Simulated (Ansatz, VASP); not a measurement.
InSb in VASP and in Ansatz

```xyz
2
Lattice="-2.9532 2.9532 1.7061 2.9532 -2.9532 1.7061 2.9532 2.9532 -1.7061" Properties=species:S:1:pos:R:3 pbc="T T T"
In    2.9532    0.0000    0.8531
Sb    0.0000    0.0000    0.0000
```

Alike in both runs: task single point; functional PBEsol; k mesh 6 × 6 × 6; occupations gaussian, width 0.1 eV; no spin polarisation.

|  | VASP | Ansatz |
| --- | --- | --- |
| version | VASP 6.6.1 | Ansatz 0.2.0 |
| potentials or method | VASP PAW PBE potentials, release 64 (In_d, Sb), cutoff 520 eV | scalar-relativistic, plane waves, PAW |
| valence electrons in the cell | 18 | 28 |

Ansatz gave:

```
gap on the k mesh at the Fermi level (eV)                     : none
pressure (GPa)                                                : -4.2
traceless stress, the component that is largest in VASP (GPa) : -2.06
```

Question: Estimate VASP's values.

Answer: gap on the k mesh at the Fermi level (eV): none; pressure (GPa): -4.2; traceless stress, the component that is largest in VASP (GPa): -2.08.

VASP's potentials were made for PBE, not for PBEsol. A gap of «none» marks a metal or a gap that the smearing closes. VASP's potentials hold 18 valence electrons a cell and Ansatz's 28, so a difference there can come from the potentials and not from the codes.

Spin-orbit coupling is off throughout.
